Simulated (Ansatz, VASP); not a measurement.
Be3ZnSe4 in VASP and in Ansatz

```
Be Zn Se
1.0
     3.74725    0.00000    0.00000
    -1.87363    3.24522    0.00000
     0.00000    0.00000   12.41168
Be Zn Se
3 1 4
Direct
  0.66667 0.33333 0.01254
  0.66667 0.33333 0.49281
  0.00000 0.00000 0.25312
  0.00000 0.00000 0.75621
  0.66667 0.33333 0.19393
  0.66667 0.33333 0.67293
  0.00000 0.00000 0.43433
  0.00000 0.00000 0.95414
```

Alike in both runs: task single point; functional r2SCAN; k mesh 6 × 6 × 2; occupations gaussian, width 0.02 eV; no spin polarisation.

|  | VASP | Ansatz |
| --- | --- | --- |
| version | VASP 6.6.1 | Ansatz 0.2.0 |
| potentials or method | VASP PAW PBE potentials, release 64 (Be, Zn, Se), cutoff 520 eV | scalar-relativistic, plane waves, PAW |
| valence electrons in the cell | 42 | 82 |

|  | VASP | Ansatz | Ansatz less VASP |
| --- | --- | --- | --- |
| gap on the k mesh at the Fermi level (eV) | 3.09 | 3.09 | +0.004 |
| least direct gap on the mesh (eV) | 3.26 | 3.25 | -0.002 |
| pressure (GPa) | -1.0 | -1.2 | -0.16 |
| traceless stress, the component that is largest in VASP (GPa) | -0.07 | -0.05 | +0.023 |
| rms of the force components (eV/Å) | 0.050 | 0.050 | 0.0000 |

VASP's potentials were made for PBE, not for r2SCAN. Atom by atom the forces differ by 0.003 eV/Å (rms over components). The functional is the same, so the differences come from potentials, cutoffs and numerics. VASP's potentials hold 42 valence electrons a cell and Ansatz's 82, so a difference there can come from the potentials and not from the codes.
